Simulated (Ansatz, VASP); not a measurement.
**PbS in VASP and in Ansatz**

Contents of INCAR:

```
SYSTEM = PbS
PREC = Accurate
ENCUT = 520
EDIFF = 1E-6
ISMEAR = 0
SIGMA = 0.01
LREAL = .False.
LASPH = .True.
NELM = 80
ALGO = Normal
ISIF = 2
LWAVE = .False.
LCHARG = .False.
GGA = RE
NBANDS = 17
```

The input KPOINTS:

```
regular mesh
0
Gamma
  6 6 6
  0 0 0
```

File POSCAR:

```
PbS
1.0
    0.0000000000      2.9657500000      2.9657500000
    2.9657500000      0.0000000000      2.9657500000
    2.9657500000      2.9657500000      0.0000000000
Pb S
1 1
Direct
    0.0000000000      0.0000000000      0.0000000000
    0.5000000000      0.5000000000      0.5000000000
```

Input for Ansatz:

```yaml
crystal:
  lattice:
    - [0.0, 2.96575, 2.96575]
    - [2.96575, 0.0, 2.96575]
    - [2.96575, 2.96575, 0.0]
  atoms:
    - { symbol: Pb, position: [0.0, 0.0, 0.0] }
    - { symbol: S, position: [0.5, 0.5, 0.5] }
kpoints:
  mp_grid:
    grid: [6, 6, 6]
    shift: [0.0, 0.0, 0.0]
hamiltonian:
  xc: revpbe
scf:
  occupations:
    method: fixed
output:
  stress: true
  eigenvalues: true
```

Alike in both runs: task single point; functional revPBE; k mesh 6 × 6 × 6; no spin polarisation.

|  | VASP | Ansatz |
| --- | --- | --- |
| version | VASP 6.6.1 | Ansatz 0.2.0 |
| potentials or method | VASP PAW PBE potentials, release 64 (Pb_d, S) | plane waves, PAW |
| plane-wave cutoff (eV) | 520 | 420 |
| occupations | gaussian, width 0.01 eV | fixed |
| valence electrons in the cell | 20 | 20 |

```tsv
	VASP	Ansatz	Ansatz less VASP
gap on the k mesh at the Fermi level (eV)	0.43	0.43	-0.007
pressure (GPa)	3.5	3.6	+0.09
```

VASP's potentials were made for PBE, not for revPBE.

Neither program's run includes spin-orbit coupling.
